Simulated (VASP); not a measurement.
# Te (P4/mmm) in VASP: a series of runs, part 3 of 3

VASP 6.6.1.

## Step 4: Single point, PBE (33.76 Å³/atom)

This run uses another cell than the first one, of 33.76 Å³/atom.

INCAR

```
SYSTEM = Te
ALGO = Normal
EDIFF = 1E-6
ENCUT = 520
GGA = PE
ISIF = 2
ISMEAR = 0
LASPH = .TRUE.
LCHARG = .TRUE.
LELF = .TRUE.
LREAL = .FALSE.
LVHAR = .TRUE.
LWAVE = .FALSE.
NBANDS = 9
NELM = 100
PREC = Accurate
SIGMA = 0.1
```

KPOINTS

```
k-points
0
G
  16 16 18
  0 0 0
```

POSCAR

```
Te
1.0
    3.2457578553      0.0000000000      0.0000000000
    0.0000000000      3.2457578553      0.0000000000
    0.0000000000      0.0000000000      3.2050196184
Te
1
Direct
    0.5000000000      0.5000000000      0.5000000000
```

Potentials or basis: VASP PAW PBE potentials, release 64 (Te).

On the command line:

```sh
cat potpaw_PBE.64/Te/POTCAR > POTCAR
mpirun -np 1 vasp_std > vasp.out
```

OUTCAR:

```text
SYSTEM = Te
   EDIFF = 1E-6
   ENCUT = 520
   GGA = PE
   ISIF = 2
   ISMEAR = 0
   LASPH = .TRUE.
   LREAL = .FALSE.
   NELM = 100
   PREC = Accurate

 ion  position               nearest neighbor table
   1  0.500  0.500  0.500-

  LATTYP: Found a simple tetragonal cell.
 ALAT       =     3.2457578553
 C/A-ratio  =     0.9874487751

  Lattice vectors:

 A1 = (   3.2457578553,   0.0000000000,   0.0000000000)
 A2 = (   0.0000000000,   3.2457578553,   0.0000000000)
 A3 = (   0.0000000000,   0.0000000000,   3.2050196184)

Analysis of symmetry for initial positions (statically):
=====================================================================
 Subroutine PRICEL returns:
 Original cell was already a primitive cell.

 Routine SETGRP: Setting up the symmetry group for a
 simple tetragonal supercell.

 Subroutine GETGRP returns: Found 16 space group operations
 (whereof 16 operations were pure point group operations)
 out of a pool of 16 trial point group operations.

The static configuration has the point symmetry D_4h.

Analysis of symmetry for dynamics (positions and initial velocities):
=====================================================================
 Subroutine PRICEL returns:
 Original cell was already a primitive cell.

 Routine SETGRP: Setting up the symmetry group for a
 simple tetragonal supercell.

 Subroutine GETGRP returns: Found 16 space group operations
 (whereof 16 operations were pure point group operations)
 out of a pool of 16 trial point group operations.

The dynamic configuration has the point symmetry D_4h.

 Subroutine INISYM returns: Found 16 space group operations
 (whereof 16 operations are pure point group operations),
 and found     1 'primitive' translations

----------------------------------------------------------------------------------------

                                     Primitive cell

  volume of cell :      33.7647

  direct lattice vectors                    reciprocal lattice vectors
     3.245757855  0.000000000  0.000000000     0.308094456  0.000000000  0.000000000
     0.000000000  3.245757855  0.000000000     0.000000000  0.308094456  0.000000000
     0.000000000  0.000000000  3.205019618     0.000000000  0.000000000  0.312010571

  length of vectors
     3.245757855  3.245757855  3.205019618     0.308094456  0.308094456  0.312010571

  position of ions in fractional coordinates (direct lattice)
     0.500000000  0.500000000  0.500000000

  ion indices of the primitive-cell ions
   primitive index   ion index
                 1           1

----------------------------------------------------------------------------------------

 KPOINTS: k-points

Automatic generation of k-mesh.
 Grid dimensions read from file:
 generate k-points for:   16   16   18

 Generating k-lattice:

  Cartesian coordinates                     Fractional coordinates (reciprocal lattice)
     0.019255903  0.000000000  0.000000000     0.062500000  0.000000000  0.000000000
     0.000000000  0.019255903  0.000000000     0.000000000  0.062500000  0.000000000
     0.000000000  0.000000000  0.017333921     0.000000000  0.000000000  0.055555556

  Length of vectors
     0.019255903  0.019255903  0.017333921

  Shift w.r.t. Gamma in fractional coordinates (k-lattice)
     0.000000000  0.000000000  0.000000000

 Subroutine IBZKPT returns following result:
 ===========================================

 Found    450 irreducible k-points:

 Following reciprocal coordinates:
            Coordinates               Weight
  0.000000  0.000000  0.000000      1.000000
  0.062500  0.000000  0.000000      4.000000
  0.125000  0.000000  0.000000      4.000000
  0.187500  0.000000  0.000000      4.000000
  0.250000  0.000000  0.000000      4.000000
  0.312500  0.000000  0.000000      4.000000
[... 16 lines left out ...]
  0.437500  0.125000  0.000000      8.000000
  0.500000  0.125000  0.000000      4.000000
 [... further k-points ...]
   k-points           NKPTS =    450   k-points in BZ     NKDIM =    450   number of bands    NBANDS=      9
   number of dos      NEDOS =    301   number of ions     NIONS =      1
   total plane-waves  NPLWV =  13824
   dimension x,y,z NGX =    24 NGY =   24 NGZ =   24
   dimension x,y,z NGXF=    48 NGYF=   48 NGZF=   48
   ions per type =               1
   NGX,Y,Z   is equivalent  to a cutoff of  12.29, 12.29, 12.45 a.u.
   NGXF,Y,Z  is equivalent  to a cutoff of  24.59, 24.59, 24.90 a.u.
 SYSTEM =  Te
   PREC   = accura    normal or accurate (medium, high low for compatibility)
   ISTART =      0    job   : 0-new  1-cont  2-samecut
   ICHARG =      2    charge: 1-file 2-atom 10-const
   ISPIN  =      1    spin polarized calculation?
   LNONCOLLINEAR =      F non collinear calculations
   LSORBIT =      F    spin-orbit coupling
   LASPH  =      T    aspherical Exc in radial PAW
   ENCUT  =  520.0 eV  38.22 Ry    6.18 a.u.   6.03  6.03  5.96*2*pi/ulx,y,z
   NELM   =    100;   NELMIN=  2; NELMDL= -5     # of ELM steps
   EDIFF  = 0.1E-05   stopping-criterion for ELM
   LREAL  =      F    real-space projection
   EDIFFG = 0.1E-04   stopping-criterion for IOM
   NSW    =      0    number of steps for IOM
   IBRION =     -1    ionic relax: 0-MD 1-quasi-New 2-CG
   NFREE  =      0    steps in history (QN), initial steepest desc. (CG)
   ISIF   =      2    stress and relaxation
   ISYM   =      2    0-nonsym 1-usesym 2-fastsym
   POTIM  = 0.5000    time-step for ionic-motion
   TEBEG  =    0.0;   TEEND  =   0.0 temperature during run
   PSTRESS=    0.0 pullay stress
   NELECT =       6.0000    total number of electrons
   NUPDOWN=      -1.0000    fix difference up-down
   EMIN   =  10.00;   EMAX   =-10.00  energy-range for DOS
   EFERMI =   0.00;   METHOD = LEGACY
   ISMEAR =     0;   SIGMA  =   0.10  broadening in eV -4-tet -1-fermi 0-gaus
   EFERMI_NEDOS =   21; number of points for ismear=-14 and -15
   IALGO  =     38    algorithm
   IMIX   =      4    mixing-type and parameters
     AMIX     =   0.40;   BMIX     =  1.00
     AMIX_MAG =   1.60;   BMIX_MAG =  1.00
  volume/ion in A,a.u.               =      33.76       227.86
  Fermi-wavevector in a.u.,A,eV,Ry     =   0.920388  1.739281 11.525686  0.847114
  Thomas-Fermi vector in A             =   2.045688
   LORBIT       =      0    0 simple, 1 ext, 2 COOP (PROOUT), +10 PAW based schemes
   GGA     = PE    functional components
   LHFCALC =     F    Hartree Fock is set to
   AEXX    =    0.0000 exact exchange contribution
   IVDW    =     0    specifies the selected vdW correction
   LEPSILON=     F    determine dielectric tensor
   LRPA    =     F    only Hartree local field effects (RPA)
 non-spin polarized calculation
 Gauss-broadening in eV      SIGMA  =   0.10
  energy-cutoff  :      520.00
  volume of cell :       33.76
 maximum number of plane-waves:       930
   NGX = 13   NGY = 13   NGZ = 11

 number of electron       6.0000001 magnetization

 Free energy of the ion-electron system (eV)
  ---------------------------------------------------
  ext. energy  EPLUGINS =         0.00000000
  ---------------------------------------------------
  free energy    TOTEN  =        -3.09672956 eV

  energy without entropy =       -3.09395223  energy(sigma->0) =       -3.09534090

 E-fermi :   6.0051     XC(G=0):  -9.1428

 val. band max:        5.9883673153   @ k =   0.2500   0.2500   0.1667
 cond. band min:       6.0093626675   @ k =   0.0625   0.0625   0.1111
 fundamental gap:      0.0209953521
 Fermi energy:         6.0050683126

 k-point     1 :       0.0000    0.0000    0.0000
  band No.  band energies     occupation
      1      -7.3418      2.00000
      2       7.0800      0.00000
      3       7.0800      0.00000
      4       7.3553      0.00000
      5      12.0528      0.00000
      6      12.0903      0.00000
      7      12.4630      0.00000
      8      23.0682      0.00000
      9      23.2923      0.00000

 k-point     2 :       0.0625    0.0000    0.0000
  band No.  band energies     occupation
      1      -7.2987      2.00000
      2       6.5679      0.00000
      3       7.1184      0.00000
      4       7.3937      0.00000
      5      12.1158      0.00000
      6      12.4149      0.00000
      7      12.7697      0.00000
      8      22.1162      0.00000
      9      22.3718      0.00000
[... 253 lines left out ...]
 k-point    24 :       0.5000    0.1250    0.0000
  band No.  band energies     occupation
      1      -5.5973      2.00000
      2       0.5048      2.00000
      3       6.8566      0.00000
      4       8.7463      0.00000
      5      13.3440      0.00000
      6      14.5531      0.00000
      7      16.5177      0.00000
      8      16.9265      0.00000
      9      16.9579      0.00000

 [... further k-points ...]
[... 5 lines left out ...]
  --------------------------------------------------------------------------------------
  -------------------------------------------------------------------------------------
  Total       -0.2938713     -0.2938713     -0.3141910      0.0000000      0.0000000     -0.0000000
  in kB      -13.9445597    -13.9445597    -14.9087543      0.0000000      0.0000000     -0.0000000
  external PRESSURE =     -14.2659579 kB  Pullay stress =       0.0000000 kB

 VOLUME and BASIS-vectors are now :
 -----------------------------------------------------------------------------
  energy-cutoff  :      520.00
  volume of cell :       33.76
      direct lattice vectors                 reciprocal lattice vectors
     3.245757855  0.000000000  0.000000000     0.308094456  0.000000000  0.000000000
     0.000000000  3.245757855  0.000000000     0.000000000  0.308094456  0.000000000
     0.000000000  0.000000000  3.205019618     0.000000000  0.000000000  0.312010571

 POSITION                                       TOTAL-FORCE (eV/Angst)
 -----------------------------------------------------------------------------------
      1.62288      1.62288      1.60251         0.000000      0.000000      0.000000
 -----------------------------------------------------------------------------------
    total drift:                               -0.000000     -0.000000     -0.000000

  FREE ENERGIE OF THE ION-ELECTRON SYSTEM (eV)
  ---------------------------------------------------
  free  energy   TOTEN  =        -3.0967295619 eV

  energy  without entropy=       -3.0939522304  energy(sigma->0) =       -3.09534090
```

stdout:

```text
POSCAR found type information on POSCAR Te
 POSCAR found :  1 types and       1 ions
 scaLAPACK will be used
 LDA part: xc-table for (Slater+PW92), standard interpolation
 POSCAR, INCAR and KPOINTS ok, starting setup
 FFT: planning ... GRIDC
 FFT: planning ... GRID_SOFT
 FFT: planning ... GRID
 WAVECAR not read
 entering main loop
```

It took 54 s on 1 thread of Intel Xeon 8259CL, shared host; peak memory 0.24 GiB.

What came out:

```yaml
Free_energy: -3.0967 eV
Pressure: -1.4 GPa
Band_gap_on_the_k_mesh: zero (bands 3 and 4 overlap by 5.21 eV)
```

Levels at points of the mesh, in eV from the Fermi level:
```
           k point  band 1  band 2  band 3  band 4  band 5  band 6  band 7
(0.00, 0.00, 0.00)  -13.35    1.07    1.07    1.35    6.05    6.09    6.46
(0.50, 0.00, 0.00)  -11.77   -5.67    2.32    2.59    7.80    9.25    9.74
(0.50, 0.50, 0.00)  -10.18   -4.20   -4.20    2.36    3.78   10.71   12.47
(0.00, 0.00, 0.50)  -11.64   -5.74    2.42    2.42    7.85    9.23    9.59
(0.50, 0.00, 0.50)  -10.04   -4.29   -4.10    2.36    3.61   10.63   12.14
(0.50, 0.50, 0.50)   -8.36   -2.97   -2.77   -2.77    4.54    4.54    4.66
```

Caveat: spin-orbit coupling is left out, which moves the levels of the heavy elements.

## Step 5: Summary

```tsv
cell	gap on the mesh (eV)	pressure (GPa)
a = 3.181, b = 3.181, c = 3.142 Å, 1 atom	none	1.6
a = 3.214, b = 3.214, c = 3.174 Å, 1 atom	none	0.0
a = 3.246, b = 3.246, c = 3.205 Å, 1 atom	none	-1.4
```

Alike in all rows: task single point; level PBE; potentials or basis VASP PAW PBE potentials, release 64 (Te); no spin polarisation; k mesh 16 × 16 × 18; cutoff (eV) 520; smearing gaussian 0.1 eV.

Caveats: spin-orbit coupling is left out, which moves the levels of the heavy elements.

Total energies depend on the potentials used, so only differences within one code and one set of settings carry meaning.
